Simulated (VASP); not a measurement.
# BiTe2 in VASP: notebook

The runs below take BiTe2 through single point, with LDA, PBEsol.

Everything below comes from runs of VASP 6.6.1. Logs are shortened: lines on timing, memory, paths and dates and some standing lists are left out, and cuts for length are marked.

## Step 1: The cell of the first run

The cell holds a slab with vacuum, 6 atoms: a = 4.381 Å, b = 4.381 Å, c = 25.108 Å, α = 90.00°, β = 90.00°, γ = 120.00°.

## Step 2: Single point, LDA

Contents of INCAR:

```
ALGO = Normal ; DIPOL = 0.5 0.5 0.500
EDIFF = 1E-6 ; ENCUT = 520
IDIPOL = 3 ; ISIF = 2
ISMEAR = 0 ; LASPH = T
LCHARG = F ; LDIPOL = T
LREAL = F ; LWAVE = F
NBANDS = 36 ; NELM = 100
PREC = Accurate ; SIGMA = 0.05
```

Contents of KPOINTS:

```
k-points
0
Gamma
  9 9 1
```

Contents of POSCAR:

```
BiTe2
1.0
    4.3808388080      0.0000000000      0.0000000000
   -2.1904194040      3.7939176976      0.0000000000
    0.0000000000      0.0000000000     25.1077656495
Te Bi
4 2
Direct
    0.6666666667      0.3333333333      0.2987123627
    0.3333333333      0.6666666667      0.4476575435
    0.6666666667      0.3333333333      0.5523424565
    0.3333333333      0.6666666667      0.7012876373
    0.0000000000      0.0000000000      0.3790161249
    0.0000000000      0.0000000000      0.6209838751
```

Potentials or basis: VASP PAW LDA potentials, release 64 (Te, Bi_d).

Run with:

```bash
cat potpaw_LDA.64/Te/POTCAR potpaw_LDA.64/Bi_d/POTCAR > POTCAR
mpirun -np 1 vasp_std > vasp.out
```

OUTCAR:

```text
EDIFF = 1E-6
   ENCUT = 520
   ISIF = 2
   ISMEAR = 0
   LASPH = T
   LREAL = F
   NELM = 100
   PREC = Accurate

 ion  position               nearest neighbor table
   1  0.667  0.333  0.299-   5 3.23   5 3.23   5 3.23
   2  0.333  0.667  0.448-   5 3.06   5 3.06   5 3.06   3 3.65   3 3.65   3 3.65
   3  0.667  0.333  0.552-   6 3.06   6 3.06   6 3.06   2 3.65   2 3.65   2 3.65
   4  0.333  0.667  0.701-   6 3.23   6 3.23   6 3.23
   5  0.000  0.000  0.379-   2 3.06   2 3.06   2 3.06   1 3.23   1 3.23   1 3.23
   6  0.000  0.000  0.621-   3 3.06   3 3.06   3 3.06   4 3.23   4 3.23   4 3.23

  LATTYP: Found a hexagonal cell.
 ALAT       =     4.3808388080
 C/A-ratio  =     5.7312689989

  Lattice vectors:

 A1 = (   4.3808388080,   0.0000000000,   0.0000000000)
 A2 = (  -2.1904194040,   3.7939176976,   0.0000000000)
 A3 = (   0.0000000000,   0.0000000000,  25.1077656495)

Analysis of symmetry for initial positions (statically):
=====================================================================
 Subroutine PRICEL returns:
 Original cell was already a primitive cell.

 Routine SETGRP: Setting up the symmetry group for a
 hexagonal supercell.

 Subroutine GETGRP returns: Found 12 space group operations
 (whereof 12 operations were pure point group operations)
 out of a pool of 24 trial point group operations.

The static configuration has the point symmetry D_3d.

Analysis of symmetry for dynamics (positions and initial velocities):
=====================================================================
 Subroutine PRICEL returns:
 Original cell was already a primitive cell.

 Routine SETGRP: Setting up the symmetry group for a
 hexagonal supercell.

 Subroutine GETGRP returns: Found 12 space group operations
 (whereof 12 operations were pure point group operations)
 out of a pool of 24 trial point group operations.

The dynamic configuration has the point symmetry D_3d.

 Subroutine INISYM returns: Found 12 space group operations
 (whereof 12 operations are pure point group operations),
 and found     1 'primitive' translations

----------------------------------------------------------------------------------------

                                     Primitive cell

  volume of cell :     417.3047

  direct lattice vectors                    reciprocal lattice vectors
     4.380838808  0.000000000  0.000000000     0.228266787  0.131789891  0.000000000
    -2.190419404  3.793917698  0.000000000     0.000000000  0.263579782  0.000000000
     0.000000000  0.000000000 25.107765649     0.000000000  0.000000000  0.039828315

  length of vectors
     4.380838808  4.380838808 25.107765649     0.263579782  0.263579782  0.039828315

  position of ions in fractional coordinates (direct lattice)
     0.666666667  0.333333333  0.298712363
     0.333333333  0.666666667  0.447657543
     0.666666667  0.333333333  0.552342456
     0.333333333  0.666666667  0.701287637
     0.000000000  0.000000000  0.379016125
     0.000000000  0.000000000  0.620983875

  ion indices of the primitive-cell ions
   primitive index   ion index
                 1           1
                 2           2
                 3           3
                 4           4
                 5           5
                 6           6

----------------------------------------------------------------------------------------

 KPOINTS: k-points

Automatic generation of k-mesh.
 Grid dimensions read from file:
 generate k-points for:    9    9    1

 Generating k-lattice:

  Cartesian coordinates                     Fractional coordinates (reciprocal lattice)
     0.025362976  0.014643321  0.000000000     0.111111111  0.000000000  0.000000000
     0.000000000  0.029286642  0.000000000     0.000000000  0.111111111  0.000000000
     0.000000000  0.000000000  0.039828315     0.000000000  0.000000000  1.000000000

  Length of vectors
     0.029286642  0.029286642  0.039828315

  Shift w.r.t. Gamma in fractional coordinates (k-lattice)
     0.000000000  0.000000000  0.000000000

 Subroutine IBZKPT returns following result:
 ===========================================

 Found     12 irreducible k-points:

 Following reciprocal coordinates:
            Coordinates               Weight
  0.000000  0.000000  0.000000      1.000000
  0.111111  0.000000  0.000000      6.000000
  0.222222  0.000000  0.000000      6.000000
  0.333333  0.000000  0.000000      6.000000
  0.444444  0.000000  0.000000      6.000000
  0.111111  0.111111  0.000000      6.000000
  0.222222  0.111111  0.000000     12.000000
  0.333333  0.111111  0.000000     12.000000
  0.444444  0.111111  0.000000      6.000000
  0.222222  0.222222  0.000000      6.000000
  0.333333  0.222222  0.000000     12.000000
  0.333333  0.333333  0.000000      2.000000
   k-points           NKPTS =     12   k-points in BZ     NKDIM =     12   number of bands    NBANDS=     36
   number of dos      NEDOS =    301   number of ions     NIONS =      6
   total plane-waves  NPLWV = 248832
   dimension x,y,z NGX =    36 NGY =   36 NGZ =  192
   dimension x,y,z NGXF=    72 NGYF=   72 NGZF=  384
   ions per type =               4   2
   NGX,Y,Z   is equivalent  to a cutoff of  13.66, 13.66, 12.71 a.u.
   NGXF,Y,Z  is equivalent  to a cutoff of  27.32, 27.32, 25.43 a.u.
 SYSTEM =  unknown system
   PREC   = accura    normal or accurate (medium, high low for compatibility)
   ISTART =      0    job   : 0-new  1-cont  2-samecut
   ICHARG =      2    charge: 1-file 2-atom 10-const
   ISPIN  =      1    spin polarized calculation?
   LNONCOLLINEAR =      F non collinear calculations
   LSORBIT =      F    spin-orbit coupling
   LASPH  =      T    aspherical Exc in radial PAW
   ENCUT  =  520.0 eV  38.22 Ry    6.18 a.u.   8.15  8.15 46.68*2*pi/ulx,y,z
   NELM   =    100;   NELMIN=  2; NELMDL= -5     # of ELM steps
   EDIFF  = 0.1E-05   stopping-criterion for ELM
   LREAL  =      F    real-space projection
   EDIFFG = 0.1E-04   stopping-criterion for IOM
   NSW    =      0    number of steps for IOM
   IBRION =     -1    ionic relax: 0-MD 1-quasi-New 2-CG
   NFREE  =      0    steps in history (QN), initial steepest desc. (CG)
   ISIF   =      2    stress and relaxation
   ISYM   =      2    0-nonsym 1-usesym 2-fastsym
   POTIM  = 0.5000    time-step for ionic-motion
   TEBEG  =    0.0;   TEEND  =   0.0 temperature during run
   PSTRESS=    0.0 pullay stress
   NELECT =      54.0000    total number of electrons
   NUPDOWN=      -1.0000    fix difference up-down
   EMIN   =  10.00;   EMAX   =-10.00  energy-range for DOS
   EFERMI =   0.00;   METHOD = LEGACY
   ISMEAR =     0;   SIGMA  =   0.05  broadening in eV -4-tet -1-fermi 0-gaus
   EFERMI_NEDOS =   21; number of points for ismear=-14 and -15
   IALGO  =     38    algorithm
   IMIX   =      4    mixing-type and parameters
     AMIX     =   0.40;   BMIX     =  1.00
     AMIX_MAG =   1.60;   BMIX_MAG =  1.00
  volume/ion in A,a.u.               =      69.55       469.35
  Fermi-wavevector in a.u.,A,eV,Ry     =   0.828047  1.564782  9.328996  0.685662
  Thomas-Fermi vector in A             =   1.940356
   LORBIT       =      0    0 simple, 1 ext, 2 COOP (PROOUT), +10 PAW based schemes
   GGA     = CA    functional components
   LHFCALC =     F    Hartree Fock is set to
   AEXX    =    0.0000 exact exchange contribution
   IVDW    =     0    specifies the selected vdW correction
   LEPSILON=     F    determine dielectric tensor
   LRPA    =     F    only Hartree local field effects (RPA)
 non-spin polarized calculation
 Gauss-broadening in eV      SIGMA  =   0.05
  energy-cutoff  :      520.00
  volume of cell :      417.30
 maximum number of plane-waves:     11264
 NGX is ok and might be reduce to    36
   NGX = 17   NGY = 17   NGZ = 93

 dipolmoment           0.000000      0.000000      0.000000 electrons x Angstroem

 number of electron      53.9999999 magnetization

 dipolmoment           0.000000      0.000000     -0.000000 electrons x Angstroem

 Free energy of the ion-electron system (eV)
  ---------------------------------------------------
  ext. energy  EPLUGINS =         0.00000000
  ---------------------------------------------------
  free energy    TOTEN  =       -23.62501127 eV

  energy without entropy =      -23.61195671  energy(sigma->0) =      -23.61848399

 E-fermi :  -0.3784     XC(G=0):  -5.3068

 val. band max:       -0.3846333402   @ k =   0.3333   0.2222   0.0000
 cond. band min:      -0.3748947205   @ k =   0.1111   0.0000   0.0000
 fundamental gap:      0.0097386197
 Fermi energy:        -0.3784187824

 k-point     1 :       0.0000    0.0000    0.0000
  band No.  band energies     occupation
      1     -23.0100      2.00000
      2     -23.0100      2.00000
      3     -23.0100      2.00000
      4     -23.0100      2.00000
      5     -22.9957      2.00000
      6     -22.9956      2.00000
[... 28 lines left out ...]
     35       4.7661      0.00000
     36       4.9230      0.00000

 k-point     2 :       0.1111    0.0000    0.0000
  band No.  band energies     occupation
      1     -23.0110      2.00000
      2     -23.0110      2.00000
      3     -23.0088      2.00000
      4     -23.0088      2.00000
      5     -22.9949      2.00000
      6     -22.9948      2.00000
[... 28 lines left out ...]
     35       4.8905      0.00000
     36       5.0232      0.00000

 k-point     3 :       0.2222    0.0000    0.0000
  band No.  band energies     occupation
      1     -23.0139      2.00000
      2     -23.0138      2.00000
      3     -23.0060      2.00000
      4     -23.0060      2.00000
      5     -22.9956      2.00000
      6     -22.9956      2.00000
[... 28 lines left out ...]
     35       4.3986      0.00000
     36       4.9927      0.00000
[... 274 lines left out ...]
 k-point    11 :       0.3333    0.2222    0.0000
  band No.  band energies     occupation
      1     -23.0158      2.00000
      2     -23.0158      2.00000
      3     -23.0068      2.00000
      4     -23.0068      2.00000
      5     -22.9952      2.00000
      6     -22.9952      2.00000
[... 28 lines left out ...]
     35       4.6651      0.00000
     36       5.4670      0.00000

 k-point    12 :       0.3333    0.3333    0.0000
  band No.  band energies     occupation
      1     -23.0137      2.00000
      2     -23.0137      2.00000
      3     -23.0090      2.00000
      4     -23.0090      2.00000
      5     -22.9924      2.00000
      6     -22.9924      2.00000
[... 28 lines left out ...]
     35       5.4863      0.00000
     36       6.1169      0.00000

------------------------ aborting loop because EDIFF is reached ----------------------------------------

 vacuum level on the upper side and lower side of the slab       (xc-potential included)        -0.381        -0.381

  FORCE on cell =-STRESS in cart. coord.  units (eV):
  Direction    XX          YY          ZZ          XY          YZ          ZX
  --------------------------------------------------------------------------------------
  -------------------------------------------------------------------------------------
  Total       -5.2515326     -5.2515326     -3.2336748      0.0000000      0.0000000     -0.0000000
  in kB      -20.1624547    -20.1624547    -12.4151990      0.0000000      0.0000000     -0.0000000
  external PRESSURE =     -17.5800361 kB  Pullay stress =       0.0000000 kB

 VOLUME and BASIS-vectors are now :
 -----------------------------------------------------------------------------
  energy-cutoff  :      520.00
  volume of cell :      417.30
      direct lattice vectors                 reciprocal lattice vectors
     4.380838808  0.000000000  0.000000000     0.228266787  0.131789891  0.000000000
    -2.190419404  3.793917698  0.000000000     0.000000000  0.263579782  0.000000000
     0.000000000  0.000000000 25.107765649     0.000000000  0.000000000  0.039828315

 POSITION                                       TOTAL-FORCE (eV/Angst)
 -----------------------------------------------------------------------------------
      2.19042      1.26464      7.50000         0.000000     -0.000000      0.770720
     -0.00000      2.52928     11.23968        -0.000000     -0.000000      0.649860
      2.19042      1.26464     13.86808        -0.000000     -0.000000     -0.649860
     -0.00000      2.52928     17.60777         0.000000      0.000000     -0.770720
      0.00000      0.00000      9.51625         0.000000      0.000000     -1.044632
      0.00000      0.00000     15.59152         0.000000     -0.000000      1.044632
 -----------------------------------------------------------------------------------
    total drift:                                0.000000      0.000000     -0.000000

  FREE ENERGIE OF THE ION-ELECTRON SYSTEM (eV)
  ---------------------------------------------------
  free  energy   TOTEN  =       -23.6250112709 eV

  energy  without entropy=      -23.6119567062  energy(sigma->0) =      -23.61848399

 vacuum level on the upper side and lower side of the slab         5.124         5.124
```

Wall time 4.5 min (1 thread of Intel Xeon 6975P-C (Granite Rapids), shared host); peak memory 0.48 GiB.

What came out:

- Free energy: -23.6250 eV
- Largest force: 1.045 eV/Å
- Band gap on the k mesh: zero (bands 27 and 28 overlap by 0.29 eV)

Forces in eV/Å, atoms in the order of the input:
```
Te   0.000  0.000  0.771
Te   0.000  0.000  0.650
Te   0.000  0.000 -0.650
Te   0.000  0.000 -0.771
Bi   0.000  0.000 -1.045
Bi   0.000  0.000  1.045
```

Levels at points of the mesh, in eV from the Fermi level:
```csv
k point,band 24,band 25,band 26,band 27,band 28,band 29,band 30,band 31
"(0.00, 0.00, 0.00)",-0.13,-0.13,0.03,0.03,0.31,1.40,1.66,1.83
```

Caveat: spin-orbit coupling is left out, which moves the levels of the heavy elements.

[end of part 1 of 2]

The gap in the log of VASP goes by the Fermi energy; the results here count the filled bands.